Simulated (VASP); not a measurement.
# GaSb (Immm) in VASP: single point with PBEsol

Aim: the single point of GaSb with PBEsol.

Everything below comes from runs of VASP 6.6.1. Logs are shortened: lines on timing, memory, paths and dates and some standing lists are left out, and cuts for length are marked.

## (1) The cell of the first run

The structure is orthorhombic, space group Immm (No. 71). Conventional cell: a = 3.260 Å, b = 5.545 Å, c = 5.952 Å, α = 90.00°, β = 90.00°, γ = 90.00°. Ga (site symmetry mmm) has 6 Sb at 2.98 to 3.22 Å and 2 Ga at 3.26 Å within 3.9 Å. Sb (site symmetry mmm) has 6 Ga at 2.98 to 3.22 Å and 2 Sb at 3.26 Å within 3.9 Å.

## (2) Single point, PBEsol (strained)

Contents of INCAR:

```
SYSTEM = GaSb
PREC = Accurate
ENCUT = 520
EDIFF = 1E-6
ISMEAR = 0
SIGMA = 0.1
LREAL = .False.
LASPH = .True.
NELM = 100
ALGO = Normal
ISIF = 2
LWAVE = .False.
LCHARG = .False.
GGA = PS
NBANDS = 16
```

Contents of KPOINTS:

```
Automatic mesh
0
Gamma
  16 16 16
  0 0 0
```

Contents of POSCAR:

```
GaSb
1.0
   -1.6298062975      2.7723196091      2.9760906849
    1.6298062975     -2.7723196091      2.9760906849
    1.6298062975      2.7723196091     -2.9760906849
Ga Sb
1 1
Direct
    0.0000000000      0.0000000000      0.0000000000
    0.5000000000      0.5000000000      0.0000000000
```

Potentials or basis: VASP PAW PBE potentials, release 64 (Ga_d, Sb).

Command:

```console
$ cat potpaw_PBE.64/Ga_d/POTCAR potpaw_PBE.64/Sb/POTCAR > POTCAR
$ mpirun -np 1 vasp_std > vasp.out
```

OUTCAR:

```text
SYSTEM = GaSb
   PREC = Accurate
   ENCUT = 520
   EDIFF = 1E-6
   ISMEAR = 0
   LREAL = .False.
   LASPH = .True.
   NELM = 100
   ISIF = 2
   GGA = PS

 ion  position               nearest neighbor table
   1  0.000  0.000  0.000-   2 2.98   2 2.98   2 3.22   2 3.22   2 3.22   2 3.22
   2  0.500  0.500  0.000-   1 2.98   1 2.98   1 3.22   1 3.22   1 3.22   1 3.22

  LATTYP: Found a body centered orthorhombic cell.
 ALAT       =     3.2596125950
 B/A-ratio  =     1.7010117174
 C/A-ratio  =     1.8260395051

  Lattice vectors:

 A1 = (  -1.6298062975,   2.7723196091,   2.9760906849)
 A2 = (   1.6298062975,  -2.7723196091,   2.9760906849)
 A3 = (   1.6298062975,   2.7723196091,  -2.9760906849)

Analysis of symmetry for initial positions (statically):
=====================================================================
 Subroutine PRICEL returns:
 Original cell was already a primitive cell.

 Routine SETGRP: Setting up the symmetry group for a
 body centered orthorhombic supercell.

 Subroutine GETGRP returns: Found  8 space group operations
 (whereof  8 operations were pure point group operations)
 out of a pool of  8 trial point group operations.

The static configuration has the point symmetry D_2h.

Analysis of symmetry for dynamics (positions and initial velocities):
=====================================================================
 Subroutine PRICEL returns:
 Original cell was already a primitive cell.

 Routine SETGRP: Setting up the symmetry group for a
 body centered orthorhombic supercell.

 Subroutine GETGRP returns: Found  8 space group operations
 (whereof  8 operations were pure point group operations)
 out of a pool of  8 trial point group operations.

The dynamic configuration has the point symmetry D_2h.

 Subroutine INISYM returns: Found  8 space group operations
 (whereof  8 operations are pure point group operations),
 and found     1 'primitive' translations

----------------------------------------------------------------------------------------

                                     Primitive cell

  volume of cell :      53.7880

  direct lattice vectors                    reciprocal lattice vectors
    -1.629806298  2.772319609  2.976090685     0.000000000  0.180354386  0.168005633
     1.629806298 -2.772319609  2.976090685     0.306784923  0.000000000  0.168005633
     1.629806298  2.772319609 -2.976090685     0.306784923  0.180354386  0.000000000

  length of vectors
     4.381682365  4.381682365  4.381682365     0.246482448  0.349775474  0.355871738

  position of ions in fractional coordinates (direct lattice)
     0.000000000  0.000000000  0.000000000
     0.500000000  0.500000000  0.000000000

  ion indices of the primitive-cell ions
   primitive index   ion index
                 1           1
                 2           2

----------------------------------------------------------------------------------------

 KPOINTS: Automatic mesh

Automatic generation of k-mesh.
 Grid dimensions read from file:
 generate k-points for:   16   16   16

 Generating k-lattice:

  Cartesian coordinates                     Fractional coordinates (reciprocal lattice)
     0.000000000  0.011272149  0.010500352     0.062500000  0.000000000  0.000000000
     0.019174058  0.000000000  0.010500352    -0.000000000  0.062500000  0.000000000
     0.019174058  0.011272149  0.000000000    -0.000000000  0.000000000  0.062500000

  Length of vectors
     0.015405153  0.021860967  0.022241984

  Shift w.r.t. Gamma in fractional coordinates (k-lattice)
     0.000000000  0.000000000  0.000000000

 Subroutine IBZKPT returns following result:
 ===========================================

 Found    621 irreducible k-points:

 Following reciprocal coordinates:
            Coordinates               Weight
  0.000000  0.000000  0.000000      1.000000
  0.062500  0.000000 -0.000000      4.000000
  0.125000  0.000000 -0.000000      4.000000
  0.187500  0.000000 -0.000000      4.000000
  0.250000  0.000000 -0.000000      4.000000
  0.312500  0.000000 -0.000000      4.000000
[... 16 lines left out ...]
 -0.187500  0.062500  0.000000      8.000000
 -0.125000  0.062500  0.000000      8.000000
 [... further k-points ...]
   k-points           NKPTS =    621   k-points in BZ     NKDIM =    621   number of bands    NBANDS=     16
   number of dos      NEDOS =    301   number of ions     NIONS =      2
   total plane-waves  NPLWV =  46656
   dimension x,y,z NGX =    36 NGY =   36 NGZ =   36
   dimension x,y,z NGXF=    72 NGYF=   72 NGZF=   72
   ions per type =               1   1
   NGX,Y,Z   is equivalent  to a cutoff of  13.66, 13.66, 13.66 a.u.
   NGXF,Y,Z  is equivalent  to a cutoff of  27.32, 27.32, 27.32 a.u.
 SYSTEM =  GaSb
   PREC   = accura    normal or accurate (medium, high low for compatibility)
   ISTART =      0    job   : 0-new  1-cont  2-samecut
   ICHARG =      2    charge: 1-file 2-atom 10-const
   ISPIN  =      1    spin polarized calculation?
   LNONCOLLINEAR =      F non collinear calculations
   LSORBIT =      F    spin-orbit coupling
   LASPH  =      T    aspherical Exc in radial PAW
   ENCUT  =  520.0 eV  38.22 Ry    6.18 a.u.   8.15  8.15  8.15*2*pi/ulx,y,z
   NELM   =    100;   NELMIN=  2; NELMDL= -5     # of ELM steps
   EDIFF  = 0.1E-05   stopping-criterion for ELM
   LREAL  =      F    real-space projection
   EDIFFG = 0.1E-04   stopping-criterion for IOM
   NSW    =      0    number of steps for IOM
   IBRION =     -1    ionic relax: 0-MD 1-quasi-New 2-CG
   NFREE  =      0    steps in history (QN), initial steepest desc. (CG)
   ISIF   =      2    stress and relaxation
   ISYM   =      2    0-nonsym 1-usesym 2-fastsym
   POTIM  = 0.5000    time-step for ionic-motion
   TEBEG  =    0.0;   TEEND  =   0.0 temperature during run
   PSTRESS=    0.0 pullay stress
   NELECT =      18.0000    total number of electrons
   NUPDOWN=      -1.0000    fix difference up-down
   EMIN   =  10.00;   EMAX   =-10.00  energy-range for DOS
   EFERMI =   0.00;   METHOD = LEGACY
   ISMEAR =     0;   SIGMA  =   0.10  broadening in eV -4-tet -1-fermi 0-gaus
   EFERMI_NEDOS =   21; number of points for ismear=-14 and -15
   IALGO  =     38    algorithm
   IMIX   =      4    mixing-type and parameters
     AMIX     =   0.40;   BMIX     =  1.00
     AMIX_MAG =   1.60;   BMIX_MAG =  1.00
  volume/ion in A,a.u.               =      26.89       181.49
  Fermi-wavevector in a.u.,A,eV,Ry     =   1.136590  2.147844 17.576509  1.291837
  Thomas-Fermi vector in A             =   2.273295
   LORBIT       =      0    0 simple, 1 ext, 2 COOP (PROOUT), +10 PAW based schemes
   GGA     = PS    functional components
   LHFCALC =     F    Hartree Fock is set to
   AEXX    =    0.0000 exact exchange contribution
   IVDW    =     0    specifies the selected vdW correction
   LEPSILON=     F    determine dielectric tensor
   LRPA    =     F    only Hartree local field effects (RPA)
 non-spin polarized calculation
 Gauss-broadening in eV      SIGMA  =   0.10
  energy-cutoff  :      520.00
  volume of cell :       53.79
 maximum number of plane-waves:      1466
 NGX is ok and might be reduce to    36
   NGX = 17   NGY = 17   NGZ = 17

 number of electron      18.0000007 magnetization

 Free energy of the ion-electron system (eV)
  ---------------------------------------------------
  ext. energy  EPLUGINS =         0.00000000
  ---------------------------------------------------
  free energy    TOTEN  =        -7.66938404 eV

  energy without entropy =       -7.66429046  energy(sigma->0) =       -7.66683725

 E-fermi :   5.2320     XC(G=0):  -9.8831

 val. band max:        5.2296433814   @ k =  -0.1250   0.3125   0.1250
 cond. band min:       5.2365232916   @ k =   0.4375  -0.2500   0.0625
 fundamental gap:      0.0068799101
 Fermi energy:         5.2320235379

 k-point     1 :       0.0000    0.0000    0.0000
  band No.  band energies     occupation
      1      -9.5301      2.00000
      2      -9.4533      2.00000
      3      -9.4526      2.00000
      4      -9.4495      2.00000
      5      -9.4251      2.00000
      6      -5.9442      2.00000
[... 8 lines left out ...]
     15      14.1422      0.00000
     16      14.8935      0.00000

 k-point     2 :       0.0625    0.0000   -0.0000
  band No.  band energies     occupation
      1      -9.5300      2.00000
      2      -9.4538      2.00000
      3      -9.4525      2.00000
      4      -9.4492      2.00000
      5      -9.4250      2.00000
      6      -5.9146      2.00000
[... 8 lines left out ...]
     15      14.3649      0.00000
     16      14.8990      0.00000

 k-point     3 :       0.1250    0.0000   -0.0000
  band No.  band energies     occupation
      1      -9.5297      2.00000
      2      -9.4551      2.00000
      3      -9.4525      2.00000
      4      -9.4483      2.00000
      5      -9.4249      2.00000
      6      -5.8268      2.00000
[... 8 lines left out ...]
     15      14.3727      0.00000
     16      15.4069      0.00000

 k-point     4 :       0.1875    0.0000   -0.0000
  band No.  band energies     occupation
      1      -9.5292      2.00000
      2      -9.4571      2.00000
      3      -9.4524      2.00000
      4      -9.4469      2.00000
      5      -9.4246      2.00000
      6      -5.6837      2.00000
[... 8 lines left out ...]
     15      14.1578      0.00000
     16      15.4888      0.00000

 k-point     5 :       0.2500    0.0000   -0.0000
  band No.  band energies     occupation
      1      -9.5286      2.00000
      2      -9.4595      2.00000
      3      -9.4523      2.00000
      4      -9.4452      2.00000
      5      -9.4243      2.00000
      6      -5.4919      2.00000
[... 8 lines left out ...]
     15      13.9468      0.00000
     16      15.1157      0.00000

 k-point     6 :       0.3125    0.0000   -0.0000
  band No.  band energies     occupation
      1      -9.5281      2.00000
      2      -9.4619      2.00000
      3      -9.4522      2.00000
      4      -9.4436      2.00000
      5      -9.4239      2.00000
      6      -5.2642      2.00000
[... 8 lines left out ...]
     15      13.7839      0.00000
     16      14.8199      0.00000

 k-point     7 :       0.3750    0.0000   -0.0000
  band No.  band energies     occupation
      1      -9.5277      2.00000
      2      -9.4639      2.00000
      3      -9.4521      2.00000
      4      -9.4422      2.00000
      5      -9.4236      2.00000
      6      -5.0267      2.00000
[... 8 lines left out ...]
     15      13.8490      0.00000
     16      14.6181      0.00000

 k-point     8 :       0.4375    0.0000    0.0000
  band No.  band energies     occupation
      1      -9.5275      2.00000
      2      -9.4652      2.00000
      3      -9.4521      2.00000
      4      -9.4413      2.00000
      5      -9.4234      2.00000
      6      -4.8297      2.00000
[... 8 lines left out ...]
     15      14.4465      0.00000
     16      15.0860      0.00000

 k-point     9 :       0.5000    0.0000   -0.0000
  band No.  band energies     occupation
      1      -9.5274      2.00000
      2      -9.4657      2.00000
      3      -9.4521      2.00000
      4      -9.4410      2.00000
      5      -9.4233      2.00000
      6      -4.7491      2.00000
[... 8 lines left out ...]
     15      14.4188      0.00000
     16      16.4129      0.00000
[... 172 lines left out ...]
 k-point    19 :      -0.4375    0.0625   -0.0000
  band No.  band energies     occupation
      1      -9.5235      2.00000
      2      -9.4646      2.00000
      3      -9.4542      2.00000
      4      -9.4414      2.00000
      5      -9.4251      2.00000
      6      -4.8522      2.00000
[... 8 lines left out ...]
     15      14.4755      0.00000
     16      15.3119      0.00000

 k-point    20 :      -0.3750    0.0625    0.0000
  band No.  band energies     occupation
      1      -9.5238      2.00000
      2      -9.4630      2.00000
      3      -9.4542      2.00000
      4      -9.4425      2.00000
      5      -9.4253      2.00000
      6      -5.0755      2.00000
[... 8 lines left out ...]
     15      14.3136      0.00000
     16      15.3633      0.00000

 k-point    21 :      -0.3125    0.0625    0.0000
  band No.  band energies     occupation
      1      -9.5243      2.00000
      2      -9.4609      2.00000
      3      -9.4542      2.00000
      4      -9.4440      2.00000
      5      -9.4256      2.00000
      6      -5.3125      2.00000
[... 8 lines left out ...]
     15      14.4448      0.00000
     16      15.4511      0.00000

 k-point    22 :      -0.2500    0.0625    0.0000
  band No.  band energies     occupation
      1      -9.5249      2.00000
      2      -9.4586      2.00000
      3      -9.4542      2.00000
      4      -9.4456      2.00000
      5      -9.4260      2.00000
      6      -5.5255      2.00000
[... 8 lines left out ...]
     15      14.6116      0.00000
     16      15.4763      0.00000

 k-point    23 :      -0.1875    0.0625    0.0000
  band No.  band energies     occupation
      1      -9.5254      2.00000
      2      -9.4565      2.00000
      3      -9.4541      2.00000
      4      -9.4471      2.00000
      5      -9.4263      2.00000
      6      -5.6957      2.00000
[... 8 lines left out ...]
     15      14.7758      0.00000
     16      15.3240      0.00000

 k-point    24 :      -0.1250    0.0625    0.0000
  band No.  band energies     occupation
      1      -9.5258      2.00000
      2      -9.4551      2.00000
      3      -9.4538      2.00000
      4      -9.4483      2.00000
      5      -9.4265      2.00000
      6      -5.8137      2.00000
[... 8 lines left out ...]
     15      14.6943      0.00000
     16      14.9157      0.00000

 [... further k-points ...]
[... 5 lines left out ...]
  --------------------------------------------------------------------------------------
  -------------------------------------------------------------------------------------
  Total       -2.2547296     -2.5641319     -2.3116485      0.0000000      0.0000000      0.0000000
  in kB      -67.1613808    -76.3775122    -68.8568159      0.0000000      0.0000000      0.0000000
  external PRESSURE =     -70.7985696 kB  Pullay stress =       0.0000000 kB

 VOLUME and BASIS-vectors are now :
 -----------------------------------------------------------------------------
  energy-cutoff  :      520.00
  volume of cell :       53.79
      direct lattice vectors                 reciprocal lattice vectors
    -1.629806298  2.772319609  2.976090685     0.000000000  0.180354386  0.168005633
     1.629806298 -2.772319609  2.976090685     0.306784923  0.000000000  0.168005633
     1.629806298  2.772319609 -2.976090685     0.306784923  0.180354386  0.000000000

 POSITION                                       TOTAL-FORCE (eV/Angst)
 -----------------------------------------------------------------------------------
      0.00000      0.00000      0.00000        -0.000000      0.000000     -0.000000
      0.00000      0.00000      2.97609         0.000000     -0.000000      0.000000
 -----------------------------------------------------------------------------------
    total drift:                               -0.000000     -0.000000     -0.000000

  FREE ENERGIE OF THE ION-ELECTRON SYSTEM (eV)
  ---------------------------------------------------
  free  energy   TOTEN  =        -7.6693840402 eV

  energy  without entropy=       -7.6642904632  energy(sigma->0) =       -7.66683725
```

Run time: 13 min. Hardware: 1 thread of AMD EPYC 7R13 (Zen 3), shared host; peak memory 0.62 GiB.

What came out:

- Free energy: -7.6694 eV
- Pressure: -7.1 GPa
- Band gap on the k mesh: zero (band 9 reaches 6.86 eV, above the bottom of band 10 at 2.89 eV)

Stress tensor (GPa, compression positive):
```
-6.72  0.00  0.00
 0.00 -7.64  0.00
 0.00  0.00 -6.89
```

Caveat: the cell differs from its parent crystal (strained); the PAW data sets were made with another functional, which shifts forces and pressure a little; spin-orbit coupling is left out, which moves the levels of the heavy elements.
